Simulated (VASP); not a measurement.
# EuH4 (I4/mmm) in VASP: further runs

EuH4 is run at these levels: PBE; tasks: single point.

All numbers are computed with VASP 6.6.1; they aren't measurements. Logs are shortened: lines on timing, memory, paths and dates and some standing lists are left out, and cuts for length are marked.

## (1) The cell of the first run

It takes space group I4/mmm (No. 139, tetragonal). Conventional cell: a = 4.446 Å, b = 4.446 Å, c = 4.130 Å, α = 90.00°, β = 90.00°, γ = 90.00°. Eu (site symmetry 4/mmm) has 16 H at 2.33 to 2.51 Å within 3.1 Å. Within 2.0 Å of H (site symmetry m2m) lie 2 H at 1.51 Å.

The cell was generated, and may not be a known phase.

## (2) Single point, PBE, collinear spin, ferromagnetic start

Input file INCAR:

```
SYSTEM = EuH4
PREC = Accurate
ENCUT = 520
EDIFF = 1E-6
ISMEAR = 0
SIGMA = 0.1
LREAL = .False.
LASPH = .True.
NELM = 150
ALGO = Normal
ISIF = 2
LWAVE = .False.
LCHARG = .False.
ISPIN = 2
MAGMOM = 7 0 0 0 0
LORBIT = 11
LMAXMIX = 6
GGA = PE
NBANDS = 22
```

Input file KPOINTS:

```
regular mesh
0
Gamma
  6 6 6
  0 0 0
```

Input file POSCAR:

```
EuH4
1.0
   -2.2229169677      2.2229169677      2.0651582745
    2.2229169677     -2.2229169677      2.0651582745
    2.2229169677      2.2229169677     -2.0651582745
Eu H
1 4
Direct
    0.0000000000      0.0000000000      0.0000000000
    0.5000085996      0.2597423462      0.7597509458
    0.2597423462      0.4999914004      0.7597337466
    0.4999914004      0.7402576538      0.2402490542
    0.7402576538      0.5000085996      0.2402662534
```

Potentials or basis: VASP PAW PBE potentials, release 64 (Eu, H).

Started as:

```sh
cat potpaw_PBE.64/Eu/POTCAR potpaw_PBE.64/H/POTCAR > POTCAR
mpirun -np 1 vasp_std > vasp.out
```

OUTCAR:

```text
SYSTEM = EuH4
   PREC = Accurate
   ENCUT = 520
   EDIFF = 1E-6
   ISMEAR = 0
   LREAL = .False.
   LASPH = .True.
   NELM = 150
   ISIF = 2
   ISPIN = 2
   LORBIT = 11
   GGA = PE

 ion  position               nearest neighbor table
   1  0.000  0.000  0.000-
   2  0.500  0.260  0.760-
   3  0.260  0.500  0.760-
   4  0.500  0.740  0.240-
   5  0.740  0.500  0.240-

  LATTYP: Found a body centered tetragonal cell.
 ALAT       =     4.4458339354
 C/A-ratio  =     0.9290307756

  Lattice vectors:

 A1 = (  -2.2229169677,   2.2229169677,   2.0651582745)
 A2 = (   2.2229169677,  -2.2229169677,   2.0651582745)
 A3 = (   2.2229169677,   2.2229169677,  -2.0651582745)

Analysis of symmetry for initial positions (statically):
=====================================================================
 Subroutine PRICEL returns:
 Original cell was already a primitive cell.

 Routine SETGRP: Setting up the symmetry group for a
 body centered tetragonal supercell.

 Subroutine GETGRP returns: Found  8 space group operations
 (whereof  8 operations were pure point group operations)
 out of a pool of 16 trial point group operations.

The static configuration has the point symmetry C_4h.

Analysis of symmetry for dynamics (positions and initial velocities):
=====================================================================
 Subroutine PRICEL returns:
 Original cell was already a primitive cell.

 Routine SETGRP: Setting up the symmetry group for a
 body centered tetragonal supercell.

 Subroutine GETGRP returns: Found  8 space group operations
 (whereof  8 operations were pure point group operations)
 out of a pool of 16 trial point group operations.

The dynamic configuration has the point symmetry C_4h.

Analysis of structural, dynamic, and magnetic symmetry:
=====================================================================
 Subroutine PRICEL returns:
 Original cell was already a primitive cell.

 Routine SETGRP: Setting up the symmetry group for a
 body centered tetragonal supercell.

 Subroutine GETGRP returns: Found  8 space group operations
 (whereof  8 operations were pure point group operations)
 out of a pool of 16 trial point group operations.

The overall configuration has the point symmetry C_4h.

 Subroutine INISYM returns: Found  8 space group operations
 (whereof  8 operations are pure point group operations),
 and found     1 'primitive' translations

----------------------------------------------------------------------------------------

                                     Primitive cell

  volume of cell :      40.8188

  direct lattice vectors                    reciprocal lattice vectors
    -2.222916968  2.222916968  2.065158274     0.000000000  0.224929679  0.242112194
     2.222916968 -2.222916968  2.065158274     0.224929679  0.000000000  0.242112194
     2.222916968  2.222916968 -2.065158274     0.224929679  0.224929679  0.000000000

  length of vectors
     3.761329338  3.761329338  3.761329338     0.330471897  0.330471897  0.318098603

  position of ions in fractional coordinates (direct lattice)
     0.000000000  0.000000000  0.000000000
     0.500008600  0.259742346  0.759750946
     0.259742346  0.499991400  0.759733747
     0.499991400  0.740257654  0.240249054
     0.740257654  0.500008600  0.240266253

  ion indices of the primitive-cell ions
   primitive index   ion index
                 1           1
                 2           2
                 3           3
                 4           4
                 5           5

----------------------------------------------------------------------------------------

 KPOINTS: regular mesh

Automatic generation of k-mesh.
 Grid dimensions read from file:
 generate k-points for:    6    6    6

 Generating k-lattice:

  Cartesian coordinates                     Fractional coordinates (reciprocal lattice)
     0.000000000  0.037488280  0.040352032     0.166666667 -0.000000000  0.000000000
     0.037488280  0.000000000  0.040352032    -0.000000000  0.166666667  0.000000000
     0.037488280  0.037488280  0.000000000     0.000000000  0.000000000  0.166666667

  Length of vectors
     0.055078650  0.055078650  0.053016434

  Shift w.r.t. Gamma in fractional coordinates (k-lattice)
     0.000000000  0.000000000  0.000000000

 Subroutine IBZKPT returns following result:
 ===========================================

 Found     36 irreducible k-points:

 Following reciprocal coordinates:
            Coordinates               Weight
  0.000000  0.000000  0.000000      1.000000
  0.166667  0.000000 -0.000000      8.000000
  0.333333  0.000000 -0.000000      8.000000
  0.500000  0.000000  0.000000      4.000000
  0.166667  0.166667 -0.000000      8.000000
  0.333333  0.166667  0.000000      8.000000
[... 16 lines left out ...]
 -0.333333  0.333333 -0.166667      4.000000
 -0.166667  0.333333  0.166667      8.000000
 [... further k-points ...]
   k-points           NKPTS =     36   k-points in BZ     NKDIM =     36   number of bands    NBANDS=     22
   number of dos      NEDOS =    301   number of ions     NIONS =      5
   total plane-waves  NPLWV =  21952
   dimension x,y,z NGX =    28 NGY =   28 NGZ =   28
   dimension x,y,z NGXF=    56 NGYF=   56 NGZF=   56
   ions per type =               1   4
   NGX,Y,Z   is equivalent  to a cutoff of  12.38, 12.38, 12.38 a.u.
   NGXF,Y,Z  is equivalent  to a cutoff of  24.75, 24.75, 24.75 a.u.
 SYSTEM =  EuH4
   PREC   = accura    normal or accurate (medium, high low for compatibility)
   ISTART =      0    job   : 0-new  1-cont  2-samecut
   ICHARG =      2    charge: 1-file 2-atom 10-const
   ISPIN  =      2    spin polarized calculation?
   LNONCOLLINEAR =      F non collinear calculations
   LSORBIT =      F    spin-orbit coupling
   LASPH  =      T    aspherical Exc in radial PAW
   ENCUT  =  520.0 eV  38.22 Ry    6.18 a.u.   6.99  6.99  6.99*2*pi/ulx,y,z
   NELM   =    150;   NELMIN=  2; NELMDL= -5     # of ELM steps
   EDIFF  = 0.1E-05   stopping-criterion for ELM
   LREAL  =      F    real-space projection
   EDIFFG = 0.1E-04   stopping-criterion for IOM
   NSW    =      0    number of steps for IOM
   IBRION =     -1    ionic relax: 0-MD 1-quasi-New 2-CG
   NFREE  =      0    steps in history (QN), initial steepest desc. (CG)
   ISIF   =      2    stress and relaxation
   ISYM   =      2    0-nonsym 1-usesym 2-fastsym
   POTIM  = 0.5000    time-step for ionic-motion
   TEBEG  =    0.0;   TEEND  =   0.0 temperature during run
   PSTRESS=    0.0 pullay stress
   NELECT =      21.0000    total number of electrons
   NUPDOWN=      -1.0000    fix difference up-down
   EMIN   =  10.00;   EMAX   =-10.00  energy-range for DOS
   EFERMI =   0.00;   METHOD = LEGACY
   ISMEAR =     0;   SIGMA  =   0.10  broadening in eV -4-tet -1-fermi 0-gaus
   EFERMI_NEDOS =   21; number of points for ismear=-14 and -15
   IALGO  =     38    algorithm
   IMIX   =      4    mixing-type and parameters
     AMIX     =   0.40;   BMIX     =  1.00
     AMIX_MAG =   1.60;   BMIX_MAG =  1.00
  volume/ion in A,a.u.               =       8.16        55.09
  Fermi-wavevector in a.u.,A,eV,Ry     =   1.311781  2.478907 23.412488  1.720769
  Thomas-Fermi vector in A             =   2.442219
   LORBIT       =     11    0 simple, 1 ext, 2 COOP (PROOUT), +10 PAW based schemes
   GGA     = PE    functional components
   LHFCALC =     F    Hartree Fock is set to
   AEXX    =    0.0000 exact exchange contribution
   IVDW    =     0    specifies the selected vdW correction
   LEPSILON=     F    determine dielectric tensor
   LRPA    =     F    only Hartree local field effects (RPA)
 spin polarized calculation
 Gauss-broadening in eV      SIGMA  =   0.10
  energy-cutoff  :      520.00
  volume of cell :       40.82
 maximum number of plane-waves:      1114
   NGX = 13   NGY = 13   NGZ = 13

 number of electron      21.0000003 magnetization       6.5838395

 Free energy of the ion-electron system (eV)
  ---------------------------------------------------
  ext. energy  EPLUGINS =         0.00000000
  ---------------------------------------------------
  free energy    TOTEN  =       -25.59179259 eV

  energy without entropy =      -25.58250635  energy(sigma->0) =      -25.58714947

 E-fermi :   2.7770     XC(G=0): -10.5572

 val. band max:        2.7434443474   @ k =  -0.3333   0.3333   0.3333
 cond. band min:       2.7845958722   @ k =   0.5000   0.5000   0.3333
 fundamental gap:      0.0411515249
 Fermi energy:         2.7769681758

 spin component 1

 k-point     1 :       0.0000    0.0000    0.0000
  band No.  band energies     occupation
      1     -38.3134      1.00000
      2     -16.8495      1.00000
      3     -16.7582      1.00000
      4     -16.7582      1.00000
      5      -6.8726      1.00000
      6       0.8616      1.00000
[... 574 lines left out ...]
      6      -1.7684      1.00000
[... 14 lines left out ...]
     21      12.2362      0.00000
     22      13.8002      0.00000

 [... further k-points ...]

 spin component 2

 k-point     1 :       0.0000    0.0000    0.0000
  band No.  band energies     occupation
      1     -35.3682      1.00000
      2     -14.6924      1.00000
      3     -14.6018      1.00000
      4     -14.6018      1.00000
      5      -6.7157      1.00000
      6       1.5083      1.00000
[... 574 lines left out ...]
      6      -1.5891      1.00000
[... 14 lines left out ...]
     21      13.0954      0.00000
     22      14.5780      0.00000

 [... further k-points ...]

------------------------ aborting loop because EDIFF is reached ----------------------------------------

  FORCE on cell =-STRESS in cart. coord.  units (eV):
  Direction    XX          YY          ZZ          XY          YZ          ZX
  --------------------------------------------------------------------------------------
  -------------------------------------------------------------------------------------
  Total       -0.0558684     -0.0558684     -0.0567305      0.0000000     -0.0000000      0.0000000
  in kB       -2.1928919     -2.1928919     -2.2267305      0.0000000     -0.0000000      0.0000000
  external PRESSURE =      -2.2041714 kB  Pullay stress =       0.0000000 kB

 VOLUME and BASIS-vectors are now :
 -----------------------------------------------------------------------------
  energy-cutoff  :      520.00
  volume of cell :       40.82
      direct lattice vectors                 reciprocal lattice vectors
    -2.222916968  2.222916968  2.065158274     0.000000000  0.224929679  0.242112194
     2.222916968 -2.222916968  2.065158274     0.224929679  0.000000000  0.242112194
     2.222916968  2.222916968 -2.065158274     0.224929679  0.224929679  0.000000000

 POSITION                                       TOTAL-FORCE (eV/Angst)
 -----------------------------------------------------------------------------------
      0.00000      0.00000      0.00000        -0.000000     -0.000000      0.000000
      1.15477      2.22296     -0.00000        -0.002013     -0.000074     -0.000000
      2.22288      1.15477     -0.00000         0.000074     -0.002013      0.000000
      1.06815     -0.00004      2.06516         0.002013      0.000074      0.000000
      0.00004      1.06815      2.06516        -0.000074      0.002013      0.000000
 -----------------------------------------------------------------------------------
    total drift:                               -0.000000     -0.000000     -0.000000

  FREE ENERGIE OF THE ION-ELECTRON SYSTEM (eV)
  ---------------------------------------------------
  free  energy   TOTEN  =       -25.5917925931 eV

  energy  without entropy=      -25.5825063507  energy(sigma->0) =      -25.58714947

 total charge

# of ion       s       p       d       f       tot
--------------------------------------------------
    1        2.027   5.751   0.477   6.498  14.753
    2        0.490   0.011   0.000   0.000   0.502
    3        0.490   0.011   0.000   0.000   0.502
    4        0.490   0.011   0.000   0.000   0.502
    5        0.490   0.011   0.000   0.000   0.502
--------------------------------------------------
tot          3.989   5.796   0.477   6.498  16.760

 magnetization (x)

# of ion       s       p       d       f       tot
--------------------------------------------------
    1       -0.015  -0.109   0.071   6.418   6.365
    2       -0.013   0.001   0.000   0.000  -0.013
    3       -0.013   0.001   0.000   0.000  -0.013
    4       -0.013   0.001   0.000   0.000  -0.013
    5       -0.013   0.001   0.000   0.000  -0.013
--------------------------------------------------
tot         -0.068  -0.107   0.071   6.418   6.314
```

Run time: 55 s. Hardware: 1 thread of Intel Xeon Platinum 8488C (Sapphire Rapids), shared host; peak memory 0.22 GiB.

What came out:

* Free energy: -25.5918 eV
* Pressure: -0.2 GPa
* Net moment: 6.58 μB per cell
* Site moments: Eu +6.37; H -0.01 μB
* Valence electrons inside the program's atomic spheres: Eu 14.75; H 0.50

Forces on the atoms (eV/Å):
```
Eu   0.000  0.000  0.000
H   -0.002  0.000  0.000
H    0.000 -0.002  0.000
H    0.002  0.000  0.000
H    0.000  0.002  0.000
```

Levels at points of the mesh, in eV from the Fermi level:
Spin up:
| k point | band 11 | band 12 | band 13 | band 14 | band 15 | band 16 | band 17 | band 18 |
| --- | --- | --- | --- | --- | --- | --- | --- | --- |
| (0.00, 0.00, 0.00) | -0.33 | -0.28 | 0.96 | 0.96 | 1.24 | 1.86 | 2.04 | 2.04 |
| (0.50, 0.00, 0.00) | -0.35 | -0.35 | -0.31 | -0.29 | 2.38 | 3.63 | 4.20 | 6.27 |
| (0.50, 0.50, 0.00) | -0.34 | -0.32 | -0.26 | 0.68 | 0.70 | 2.48 | 2.89 | 6.23 |
| (0.50, 0.50, 0.50) | -0.32 | -0.30 | -0.30 | 0.09 | 0.09 | 5.22 | 5.59 | 5.59 |
Spin down:
```csv
k point,band 3,band 4,band 5,band 6,band 7,band 8,band 9,band 10,band 11,band 12
"(0.00, 0.00, 0.00)",-17.38,-17.38,-9.49,-1.27,-1.27,1.95,2.30,2.42,2.85,2.85
"(0.50, 0.00, 0.00)",-17.60,-17.46,-5.87,-5.13,-3.34,1.29,4.09,4.10,4.26,4.29
"(0.50, 0.50, 0.00)",-17.65,-17.36,-7.96,-3.82,-1.81,1.35,3.22,3.25,4.01,4.17
"(0.50, 0.50, 0.50)",-17.94,-17.87,-7.77,-3.42,-1.77,-1.77,3.89,4.12,4.42,4.42
```

Caveat: spin-orbit coupling is left out, which moves the levels of the heavy elements; semilocal functionals describe open f shells poorly, which spoils levels, moments and volumes.

(Continued in part 2 of 2.)
